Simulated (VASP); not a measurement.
**GaN: single point with PBE-based screened hybrid with 35 % exact exchange**

The system is GaN.

```
Ga N
1.0
     0.00000    2.24895    2.24895
     2.24895    0.00000    2.24895
     2.24895    2.24895    0.00000
Ga N
1 1
Direct
  0.00000 0.00000 0.00000
  0.25000 0.25000 0.25000
```

```
Program             : VASP 6.6.1
Task                : single point
Functional          : PBE-based screened hybrid with 35 % exact exchange
Potentials or basis : VASP PAW PBE potentials, release 64 (Ga_d, N)
Cutoff              : 520 eV
k mesh              : 4 × 4 × 4
Occupations         : gaussian, width 0.01 eV
Spin                : no spin polarisation
```

```
Pressure               : -1.9 GPa
Band gap on the k mesh : 3.28 eV
```

Levels at points of the mesh, in eV from the valence-band top:
```
           k point  band 6  band 7  band 8  band 9  band 10  band 11  band 12  band 13
(0.00, 0.00, 0.00)  -16.05    0.00    0.00    0.00     3.28    12.24    12.24    12.24
(0.50, 0.00, 0.00)  -14.19   -7.67   -1.06   -1.06     6.40    10.76    12.19    12.19
(0.50, 0.50, 0.00)  -13.58   -6.68   -2.97   -2.97     4.61     8.44    14.02    16.53
```

Wall time 7.6 min on 1 thread of AMD EPYC 7R13 (shared host), peak memory 0.22 GiB.

Caveat: the k points lie up to 0.60 Å⁻¹ apart; the structure was generated, so it needn't be the stable form of GaN; the PAW data sets were made with another functional, which shifts forces and pressure a little.
